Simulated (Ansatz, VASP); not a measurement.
**W4N in VASP and in Ansatz**

```
W N
1.0
     4.13480    0.00000    0.00000
     0.00000    4.13480    0.00000
     0.00000    0.00000    4.13480
W N
4 1
Direct
  0.50000 0.00000 0.00000
  0.00000 0.50000 0.00000
  0.00000 0.00000 0.50000
  0.50000 0.50000 0.50000
  0.00000 0.00000 0.00000
```

Change from the starting cell: species swapped into the Co4N type (Pm-3m, No. 221).

Alike in both runs: task relaxation of cell and atoms; functional PBE; k mesh 10 × 10 × 10; occupations gaussian, width 0.1 eV; no spin polarisation.

|  | VASP | Ansatz |
| --- | --- | --- |
| version | VASP 6.6.1 | Ansatz 0.2.0 |
| potentials or method | VASP PAW PBE potentials, release 64 (W_sv, N), cutoff 600 eV | scalar-relativistic, plane waves, PAW |
| valence electrons in the cell | 61 | 61 |

Ansatz gave:

```
gap on the k mesh at the Fermi level, each at its own relaxed structure (eV) : none
relaxed volume (Å³/atom)                                                     : 14.13
relaxed length of the cell vector where the two differ most in proportion (Å)              : 4.134
```

**Question.** Estimate VASP's values.

**Answer.** gap on the k mesh at the Fermi level, each at its own relaxed structure (eV): none; relaxed volume (Å³/atom): 14.17; relaxed length of the cell vector where the two differ most in proportion (Å): 4.138.

A gap of «none» marks a metal or a gap that the smearing closes.

Spin-orbit coupling is off throughout.
